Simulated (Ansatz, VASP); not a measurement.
# Ni: VASP beside Ansatz

```
Ni
1.0
     0.00000    1.53404    1.53404
     1.53404    0.00000    1.53404
     1.53404    1.53404    0.00000
Ni
1
Cartesian
  0.0000 0.0000 0.0000
```

Change from the starting cell: volume scaled by 0.66, no spin polarisation, PAW files.

Alike in both runs: task single point; functional LDA; k mesh 16 × 16 × 16; occupations fermi-dirac, width 0.1 eV; no spin polarisation.

|  | VASP | Ansatz |
| --- | --- | --- |
| version | VASP 6.6.1 | Ansatz 0.2.0 |
| potentials or method | VASP PAW LDA potentials, release 64 (Ni) | PAW with Ansatz's default frozen-core files, scalar-relativistic |
| plane-wave cutoff (eV) | 520 | 420 |
| valence electrons in the cell | 10 | 18 |

```tsv
	VASP	Ansatz	Ansatz less VASP
pressure (GPa)	182.5	182.5	+0.06
```

LDA's correlation is that of Perdew and Zunger in VASP and of Perdew and Wang (1992) in Ansatz. Both programs put the cell under a high pressure, so it lies far from rest at this level. VASP's potentials hold 10 valence electrons a cell and Ansatz's 18, so a difference there can come from the potentials and not from the codes.

Noted on VASP's run: the cell as given lies far from equilibrium.
